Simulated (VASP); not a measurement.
Here is a VASP 6.6.1 calculation.

Contents of INCAR:

```
PREC     = Accurate       # precision mode
ENCUT    = 520            # plane-wave cutoff, eV
EDIFF    = 1E-6           # SCF threshold, eV
ISMEAR   = -1             # smearing method
SIGMA    = 0.05           # smearing width, eV
LREAL    = False          # projectors in reciprocal space
LASPH    = True           # aspherical terms in the spheres
NELM     = 80             # most SCF steps
ALGO     = Normal         # electronic algorithm
ISIF     = 2              # what is computed and relaxed
LWAVE    = False          # write WAVECAR
LCHARG   = True           # write CHGCAR
GGA      = PS             # functional
IVDW     = 13             # dispersion correction
LELF     = True           # ELF
LVHAR    = True         
NBANDS   = 16             # bands
```

Contents of KPOINTS:

```
Automatic mesh
0
Gamma
  11 11 11
```

File POSCAR:

```
GaN
1.0
    0.0000000000      2.0967802161      2.0967802161
    2.0967802161      0.0000000000      2.0967802161
    2.0967802161      2.0967802161      0.0000000000
Ga N
1 1
Direct
    0.0000000000      0.0000000000      0.0000000000
    0.5000000000      0.5000000000      0.5000000000
```

Potentials or basis: VASP PAW PBE potentials, release 64 (Ga_d, N).

Run with:

```console
$ cat potpaw_PBE.64/Ga_d/POTCAR potpaw_PBE.64/N/POTCAR > POTCAR
$ mpirun -np 1 vasp_std > vasp.out
```

(1) Estimate the band gap on the k mesh.

(2) Estimate the pressure.

(3) What does it give for the dispersion energy per atom?

Results:

(1) 0.80 eV, indirect (least direct gap 3.06 eV).

(2) 0.5 GPa.

(3) -0.273 eV.

Caveat: the PAW data sets were made with another functional, which shifts forces and pressure a little.
